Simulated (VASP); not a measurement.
# NaHF2 (R-3m) in VASP: a series of runs

Runs on NaHF2. Level: LDA. Tasks: electric field gradients.

Program: VASP 6.6.1. These are calculated values, not measurements. Logs are shortened: lines on timing, memory, paths and dates and some standing lists are left out, and cuts for length are marked.

**1. The cell of the first run**

It takes space group R-3m (No. 166, trigonal). Conventional cell: a = 3.386 Å, b = 3.386 Å, c = 13.633 Å, α = 90.00°, β = 90.00°, γ = 120.00°. Na (site symmetry -3m) has 6 F at 2.22 Å and 6 H at 3.00 Å within 3.0 Å. H (site symmetry -3m) has 2 F at 1.23 Å within 1.6 Å. Within 1.6 Å of F (site symmetry 3m) lie 1 H at 1.23 Å.

**2. Electric field gradients, LDA (11.28 Å³/atom)**

INCAR reads:

```
PREC     = Accurate       # precision mode
ENCUT    = 520            # plane-wave cutoff, eV
EDIFF    = 1E-8           # SCF threshold, eV
ISMEAR   = -1             # smearing method
SIGMA    = 0.02           # smearing width, eV
LREAL    = False          # projectors in reciprocal space
LASPH    = True           # aspherical terms in the spheres
NELM     = 100            # most SCF steps
ALGO     = Normal         # electronic algorithm
ISIF     = 2              # what is computed and relaxed
LWAVE    = False          # write WAVECAR
LCHARG   = False          # write CHGCAR
GGA      = CA             # functional
LEFG     = True         
NBANDS   = 19             # bands
```

KPOINTS reads:

```
Automatic mesh
0
Gamma
  10 10 10
```

POSCAR reads:

```
NaHF2
1.0
    1.6931609244      0.9775469155      4.5441732967
   -1.6931609244      0.9775469155      4.5441732967
    0.0000000000     -1.9550938310      4.5441732967
Na H F
1 1 2
Direct
    0.0000000000      0.0000000000      0.0000000000
    0.5000000000      0.5000000000      0.5000000000
    0.4100000000      0.4100000000      0.4100000000
    0.5900000000      0.5900000000      0.5900000000
```

Potentials or basis: VASP PAW LDA potentials, release 64 (Na_pv, H, F).

The run is started by

```bash
cat potpaw_LDA.64/Na_pv/POTCAR potpaw_LDA.64/H/POTCAR potpaw_LDA.64/F/POTCAR > POTCAR
mpirun -np 1 vasp_std > vasp.out
```

OUTCAR:

```text
PREC = Accurate
   ENCUT = 520
   EDIFF = 1E-8
   ISMEAR = -1
   LREAL = False
   LASPH = True
   NELM = 100
   ISIF = 2
   GGA = CA

 ion  position               nearest neighbor table
   1  0.000  0.000  0.000-   4 2.22   4 2.22   3 2.22   3 2.22   4 2.22   3 2.22
   2  0.500  0.500  0.500-   3 1.23   4 1.23
   3  0.410  0.410  0.410-   2 1.23   1 2.22   1 2.22   1 2.22
   4  0.590  0.590  0.590-   2 1.23   1 2.22   1 2.22   1 2.22

  LATTYP: Found a trigonal (rhomboedric) cell.
 ALAT       =     4.9469084122
 COS(alpha) =     0.7657073146

  Lattice vectors:

 A1 = (   1.6931609244,   0.9775469155,   4.5441732967)
 A2 = (  -1.6931609244,   0.9775469155,   4.5441732967)
 A3 = (   0.0000000000,  -1.9550938310,   4.5441732967)

Analysis of symmetry for initial positions (statically):
=====================================================================
 Subroutine PRICEL returns:
 Original cell was already a primitive cell.

 Routine SETGRP: Setting up the symmetry group for a
 trigonal (rhombohedral) supercell.

 Subroutine GETGRP returns: Found 12 space group operations
 (whereof 12 operations were pure point group operations)
 out of a pool of 12 trial point group operations.

The static configuration has the point symmetry D_3d.

Analysis of symmetry for dynamics (positions and initial velocities):
=====================================================================
 Subroutine PRICEL returns:
 Original cell was already a primitive cell.

 Routine SETGRP: Setting up the symmetry group for a
 trigonal (rhombohedral) supercell.

 Subroutine GETGRP returns: Found 12 space group operations
 (whereof 12 operations were pure point group operations)
 out of a pool of 12 trial point group operations.

The dynamic configuration has the point symmetry D_3d.

 Subroutine INISYM returns: Found 12 space group operations
 (whereof 12 operations are pure point group operations),
 and found     1 'primitive' translations

----------------------------------------------------------------------------------------

                                     Primitive cell

  volume of cell :      45.1276

  direct lattice vectors                    reciprocal lattice vectors
     1.693160924  0.977546915  4.544173297     0.295305657  0.170494801  0.073354010
    -1.693160924  0.977546915  4.544173297    -0.295305657  0.170494801  0.073354010
     0.000000000 -1.955093831  4.544173297     0.000000000 -0.340989602  0.073354010

  length of vectors
     4.946908412  4.946908412  4.946908412     0.348790366  0.348790366  0.348790366

  position of ions in fractional coordinates (direct lattice)
     0.000000000  0.000000000  0.000000000
     0.500000000  0.500000000  0.500000000
     0.410000000  0.410000000  0.410000000
     0.590000000  0.590000000  0.590000000

  ion indices of the primitive-cell ions
   primitive index   ion index
                 1           1
                 2           2
                 3           3
                 4           4

----------------------------------------------------------------------------------------

 KPOINTS: Automatic mesh

Automatic generation of k-mesh.
 Grid dimensions read from file:
 generate k-points for:   10   10   10

 Generating k-lattice:

  Cartesian coordinates                     Fractional coordinates (reciprocal lattice)
     0.029530566  0.017049480  0.007335401     0.100000000 -0.000000000  0.000000000
    -0.029530566  0.017049480  0.007335401    -0.000000000  0.100000000  0.000000000
     0.000000000 -0.034098960  0.007335401     0.000000000  0.000000000  0.100000000

  Length of vectors
     0.034879037  0.034879037  0.034879037

  Shift w.r.t. Gamma in fractional coordinates (k-lattice)
     0.000000000  0.000000000  0.000000000

 Subroutine IBZKPT returns following result:
 ===========================================

 Found    116 irreducible k-points:

 Following reciprocal coordinates:
            Coordinates               Weight
  0.000000  0.000000  0.000000      1.000000
  0.100000  0.000000  0.000000      6.000000
  0.200000  0.000000  0.000000      6.000000
  0.300000 -0.000000  0.000000      6.000000
  0.400000 -0.000000  0.000000      6.000000
  0.500000 -0.000000  0.000000      3.000000
[... 16 lines left out ...]
  0.300000  0.300000  0.000000      6.000000
  0.400000  0.300000  0.000000     12.000000
 [... further k-points ...]
   k-points           NKPTS =    116   k-points in BZ     NKDIM =    116   number of bands    NBANDS=     19
   number of dos      NEDOS =    301   number of ions     NIONS =      4
   total plane-waves  NPLWV =  64000
   dimension x,y,z NGX =    40 NGY =   40 NGZ =   40
   dimension x,y,z NGXF=    80 NGYF=   80 NGZF=   80
   ions per type =               1   1   2
   NGX,Y,Z   is equivalent  to a cutoff of  13.44, 13.44, 13.44 a.u.
   NGXF,Y,Z  is equivalent  to a cutoff of  26.88, 26.88, 26.88 a.u.
 SYSTEM =  unknown system
   PREC   = accura    normal or accurate (medium, high low for compatibility)
   ISTART =      0    job   : 0-new  1-cont  2-samecut
   ICHARG =      2    charge: 1-file 2-atom 10-const
   ISPIN  =      1    spin polarized calculation?
   LNONCOLLINEAR =      F non collinear calculations
   LSORBIT =      F    spin-orbit coupling
   LASPH  =      T    aspherical Exc in radial PAW
   ENCUT  =  520.0 eV  38.22 Ry    6.18 a.u.   9.20  9.20  9.20*2*pi/ulx,y,z
   NELM   =    100;   NELMIN=  2; NELMDL= -5     # of ELM steps
   EDIFF  = 0.1E-07   stopping-criterion for ELM
   LREAL  =      F    real-space projection
   EDIFFG = 0.1E-06   stopping-criterion for IOM
   NSW    =      0    number of steps for IOM
   IBRION =     -1    ionic relax: 0-MD 1-quasi-New 2-CG
   NFREE  =      0    steps in history (QN), initial steepest desc. (CG)
   ISIF   =      2    stress and relaxation
   ISYM   =      2    0-nonsym 1-usesym 2-fastsym
   POTIM  = 0.5000    time-step for ionic-motion
   TEBEG  =    0.0;   TEEND  =   0.0 temperature during run
   PSTRESS=    0.0 pullay stress
   NELECT =      22.0000    total number of electrons
   NUPDOWN=      -1.0000    fix difference up-down
   EMIN   =  10.00;   EMAX   =-10.00  energy-range for DOS
   EFERMI =   0.00;   METHOD = LEGACY
   ISMEAR =    -1;   SIGMA  =   0.02  broadening in eV -4-tet -1-fermi 0-gaus
   EFERMI_NEDOS =   21; number of points for ismear=-14 and -15
   IALGO  =     38    algorithm
   IMIX   =      4    mixing-type and parameters
     AMIX     =   0.40;   BMIX     =  1.00
     AMIX_MAG =   1.60;   BMIX_MAG =  1.00
  volume/ion in A,a.u.               =      11.28        76.13
  Fermi-wavevector in a.u.,A,eV,Ry     =   1.288452  2.434822 22.587164  1.660110
  Thomas-Fermi vector in A             =   2.420405
   LORBIT       =      0    0 simple, 1 ext, 2 COOP (PROOUT), +10 PAW based schemes
   GGA     = CA    functional components
   LHFCALC =     F    Hartree Fock is set to
   AEXX    =    0.0000 exact exchange contribution
   IVDW    =     0    specifies the selected vdW correction
   LEPSILON=     F    determine dielectric tensor
   LRPA    =     F    only Hartree local field effects (RPA)
 non-spin polarized calculation
  energy-cutoff  :      520.00
  volume of cell :       45.13
 maximum number of plane-waves:      1246
 NGX is ok and might be reduce to    40
   NGX = 19   NGY = 19   NGZ = 19

 number of electron      22.0000004 magnetization

 Free energy of the ion-electron system (eV)
  ---------------------------------------------------
  ext. energy  EPLUGINS =         0.00000000
  ---------------------------------------------------
  free energy    TOTEN  =       -18.59634660 eV

  energy without entropy =      -18.59634660  energy(sigma->0) =      -18.59634660

 E-fermi :  -3.5226     XC(G=0):  -9.1174

 val. band max:       -4.0383763451   @ k =   0.5000   0.5000   0.5000
 cond. band min:       2.5086070769   @ k =   0.0000   0.0000   0.0000
 fundamental gap:      6.5469834220
 Fermi energy:        -3.5226114164

 k-point     1 :       0.0000    0.0000    0.0000
  band No.  band energies     occupation
      1     -23.8589      2.00000
      2     -23.1430      2.00000
      3     -21.8970      2.00000
      4     -21.8970      2.00000
      5     -21.6116      2.00000
      6      -8.6617      2.00000
[... 11 lines left out ...]
     18      17.4233      0.00000
     19      17.4233      0.00000

 k-point     2 :       0.1000    0.0000    0.0000
  band No.  band energies     occupation
      1     -23.8680      2.00000
      2     -23.1212      2.00000
      3     -21.8996      2.00000
      4     -21.8777      2.00000
      5     -21.6366      2.00000
      6      -8.6184      2.00000
[... 11 lines left out ...]
     18      16.6022      0.00000
     19      17.2703      0.00000

 k-point     3 :       0.2000    0.0000    0.0000
  band No.  band energies     occupation
      1     -23.8915      2.00000
      2     -23.0610      2.00000
      3     -21.9065      2.00000
      4     -21.8337      2.00000
      5     -21.7004      2.00000
      6      -8.5030      2.00000
[... 11 lines left out ...]
     18      15.1896      0.00000
     19      17.0091      0.00000

 k-point     4 :       0.3000   -0.0000    0.0000
  band No.  band energies     occupation
      1     -23.9188      2.00000
      2     -22.9761      2.00000
      3     -21.9150      2.00000
      4     -21.8439      2.00000
      5     -21.7263      2.00000
      6      -8.3550      2.00000
[... 407 lines left out ...]
     18      15.1996      0.00000
     19      16.0845      0.00000

 k-point    23 :       0.3000    0.3000    0.0000
  band No.  band energies     occupation
      1     -23.8025      2.00000
      2     -23.1615      2.00000
      3     -21.9152      2.00000
      4     -21.8866      2.00000
      5     -21.6194      2.00000
      6      -8.2464      2.00000
[... 11 lines left out ...]
     18      15.3200      0.00000
     19      17.0172      0.00000

 k-point    24 :       0.4000    0.3000    0.0000
  band No.  band energies     occupation
      1     -23.7684      2.00000
      2     -23.1959      2.00000
      3     -21.9414      2.00000
      4     -21.8796      2.00000
      5     -21.5918      2.00000
      6      -8.1539      2.00000
[... 11 lines left out ...]
     18      15.8673      0.00000
     19      16.3030      0.00000

 [... further k-points ...]
[... 5 lines left out ...]
  --------------------------------------------------------------------------------------
  -------------------------------------------------------------------------------------
  Total        0.1171918      0.1171918     -3.9632115      0.0000000      0.0000000      0.0000000
  in kB        4.1606932      4.1606932   -140.7070480      0.0000000      0.0000000      0.0000000
  external PRESSURE =     -44.1285538 kB  Pullay stress =       0.0000000 kB

 VOLUME and BASIS-vectors are now :
 -----------------------------------------------------------------------------
  energy-cutoff  :      520.00
  volume of cell :       45.13
      direct lattice vectors                 reciprocal lattice vectors
     1.693160924  0.977546915  4.544173297     0.295305657  0.170494801  0.073354010
    -1.693160924  0.977546915  4.544173297    -0.295305657  0.170494801  0.073354010
     0.000000000 -1.955093831  4.544173297     0.000000000 -0.340989602  0.073354010

 POSITION                                       TOTAL-FORCE (eV/Angst)
 -----------------------------------------------------------------------------------
      0.00000      0.00000      0.00000        -0.000000     -0.000000     -0.000000
      0.00000      0.00000      6.81626         0.000000      0.000000      0.000000
      0.00000      0.00000      5.58933        -0.000000      0.000000      1.963588
      0.00000      0.00000      8.04319        -0.000000      0.000000     -1.963588
 -----------------------------------------------------------------------------------
    total drift:                                0.000000      0.000000     -0.000000

  FREE ENERGIE OF THE ION-ELECTRON SYSTEM (eV)
  ---------------------------------------------------
  free  energy   TOTEN  =       -18.5963465987 eV

  energy  without entropy=      -18.5963465987  energy(sigma->0) =      -18.59634660

 Electric field gradients (V/A^2)
---------------------------------------------------------------------
 ion       V_xx      V_yy      V_zz      V_xy      V_xz      V_yz
---------------------------------------------------------------------
   1      -4.735    -4.735     9.470     0.000     0.000    -0.000
   2      -0.702    -0.702     1.404    -0.000     0.000    -0.000
   3     -57.059   -57.059   114.119    -0.000     0.000    -0.000
   4     -57.059   -57.059   114.119     0.000    -0.000    -0.000
---------------------------------------------------------------------

 Electric field gradients after diagonalization (V/A^2)
 (convention: |V_zz| > |V_xx| > |V_yy|)
----------------------------------------------------------------------
 ion       V_xx      V_yy      V_zz     asymmetry (V_yy - V_xx)/ V_zz
----------------------------------------------------------------------
   1      -4.735    -4.735     9.470       0.000
   2      -0.702    -0.702     1.404       0.000
   3     -57.059   -57.059   114.119       0.000
   4     -57.059   -57.059   114.119       0.000
----------------------------------------------------------------------

           NMR quadrupolar parameters

 Cq : quadrupolar parameter    Cq=e*Q*V_zz/h
 eta: asymmetry parameters     (V_yy - V_xx)/ V_zz
 Q  : nuclear electric quadrupole moment in mb (millibarn)
----------------------------------------------------------------------
 ion       Cq(MHz)       eta       Q (mb)
----------------------------------------------------------------------
   1       0.023       0.000       1.000
   2       0.003       0.000       1.000
   3       0.276       0.000       1.000
   4       0.276       0.000       1.000
----------------------------------------------------------------------
```

Wall time 4.6 min (1 thread of Intel Xeon 8259CL, shared host); peak memory 0.24 GiB.

What came out:

```yaml
Free_energy: -18.5963 eV
Pressure: -4.4 GPa
Largest_force: 1.964 eV/Å
Band_gap_on_the_k_mesh: 6.55 eV (least direct gap 6.83 eV)
Largest_electric_field_gradient_by_atom: Na +9.5; H +1.4; F +114.1 V/Å²
```

Forces on the atoms (eV/Å):
```
Na   0.000  0.000  0.000
H    0.000  0.000  0.000
F    0.000  0.000  1.964
F    0.000  0.000 -1.964
```

Stress tensor (GPa, compression positive):
```
  0.42   0.00   0.00
  0.00   0.42   0.00
  0.00   0.00 -14.07
```

Levels at points of the mesh, in eV from the valence-band top:
```tsv
k point	band 7	band 8	band 9	band 10	band 11	band 12	band 13	band 14	band 15	band 16
(0.00, 0.00, 0.00)	-0.37	-0.37	-0.34	-0.34	-0.28	6.55	13.14	14.72	15.82	19.28
(0.50, 0.00, 0.00)	-1.77	-0.60	-0.53	-0.46	-0.45	10.49	11.40	15.53	15.81	15.95
(0.50, 0.50, 0.00)	-1.46	-1.02	-0.81	-0.61	-0.15	11.47	11.52	13.68	14.27	15.22
(0.50, 0.50, 0.50)	-1.41	-0.69	-0.69	0.00	0.00	8.26	10.23	14.18	19.54	19.54
```

Electric field gradients, principal values (V/Å²):
```tsv
atom	least	middle	greatest (by size)
1 Na	-4.735	-4.735	9.470
2 H	-0.702	-0.702	1.404
3 F	-57.059	-57.059	114.119
4 F	-57.059	-57.059	114.119
```

Caveat: the stress differs along the axes, from -14 to 0 GPa; without QUAD_EFG the Cq values of the log hold for a quadrupole moment of 1 mb, not for the nuclei; forces of over 1 eV/Å act on the atoms, so gaps and moduli don't describe the material at rest.

(Part 1 of 3 ends here.)
